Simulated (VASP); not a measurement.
Set up this calculation in VASP 6.6.1, as the native input.

* Task: single point
* Functional: PBE
* Potentials or basis: VASP PAW PBE potentials, release 64 (Li_sv, Cl)
* Cutoff: 520 eV
* k mesh: 9 × 9 × 4
* Occupations: gaussian, width 0.02 eV
* Spin: no spin polarisation
* Dipole correction: no
* Further INCAR settings: ALGO = Normal; EDIFF = 1e-07; NBANDS = 18

The structure of LiCl lies in POSCAR:

```
LiCl
1.0
    3.6858568818      0.0000000000      0.0000000000
   -1.8429284410      3.1920456944      0.0000000000
    0.0000000000      0.0000000000      6.5421543851
Li Cl
2 2
Direct
    0.6666666700      0.3333333300      0.8366912695
    0.3333333300      0.6666666700      0.3366912695
    0.6666666700      0.3333333300      0.5383097305
    0.3333333300      0.6666666700      1.0383097305
```

This cell differs from its parent crystal: strained.

These files were run (other wordings do the same):

INCAR

```
PREC = Accurate
ENCUT = 520
EDIFF = 1E-7
ISMEAR = 0
SIGMA = 0.02
LREAL = F
LASPH = T
NELM = 100
ALGO = Normal
ISIF = 2
LWAVE = F
LCHARG = F
GGA = PE
NBANDS = 18
```

KPOINTS

```
Automatic mesh
0
Gamma
  9 9 4
```

Potentials or basis: VASP PAW PBE potentials, release 64 (Li_sv, Cl).

The run is started by

```console
$ cat potpaw_PBE.64/Li_sv/POTCAR potpaw_PBE.64/Cl/POTCAR > POTCAR
$ mpirun -np 1 vasp_std > vasp.out
```

It gave:

| Property | Result |
| --- | --- |
| Largest force | 2.445 eV/Å |
| Band gap on the k mesh | 5.77 eV |

Caveat: the cell differs from its parent crystal (strained); forces of over 1 eV/Å act on the atoms, so gaps and moduli don't describe the material at rest.

Run time: 22 s on 1 thread of Intel(R) Xeon(R) 6975P-C (Granite Rapids), with other jobs on the host, peak memory 0.19 GiB.
